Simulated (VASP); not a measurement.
Crystal: Ta2Tl.

```xyz
3
Lattice="0.0000 3.5269 3.5269 3.5269 0.0000 3.5269 3.5269 3.5269 0.0000" Properties=species:S:1:pos:R:3 pbc="T T T"
Ta    5.2903    5.2903    5.2903
Ta    1.7634    1.7634    1.7634
Tl    0.0000    0.0000    0.0000
```

The cell was built from a structure type or drawn by symmetry, and may not be a known phase.

| Quantity | Value |
| --- | --- |
| Program | VASP 6.6.1 |
| Task | relaxation of cell and atoms |
| Functional | PBE |
| Potentials or basis | VASP PAW PBE potentials, release 64 (Ta_pv, Tl_d) |
| Cutoff | 600 eV |
| k mesh | 4 × 4 × 4 |
| Occupations | gaussian, width 0.1 eV |
| Spin | no spin polarisation |

At the start: pressure -18.4 GPa; volume 29.25 Å³/atom.

Question: Where does the relaxation end?

Answer: Over 5 steps the energy falls by 471.0 meV/atom and the volume is 22.81 Å³/atom (-22.0 %); space group Fm-3m (No. 225, to 0.1 Å) before and after.

Step by step:
```tsv
step	energy change (eV)	largest force (eV/Å)	pressure (GPa)	volume (Å³)
1	0.0000	0.0000	-18.42	87.74
2	1.4439	0.0000	70.03	51.59
3	-1.4048	0.0000	-2.17	69.60
4	-1.4120	0.0000	-0.72	68.80
5	-1.4129	0.0000	0.00	68.43
```

Final structure:
```
Ta Tl
1.0
     0.00000    3.24636    3.24636
     3.24636    0.00000    3.24636
     3.24636    3.24636    0.00000
Ta Tl
2 1
Direct
  0.75000 0.75000 0.75000
  0.25000 0.25000 0.25000
  0.00000 0.00000 0.00000
```

Caveat: the k points lie up to 0.42 Å⁻¹ apart in the final cell, too coarse for converged energies and pressures of a metal; the volume moved by over 15 % at a fixed basis, so the end points are rough.
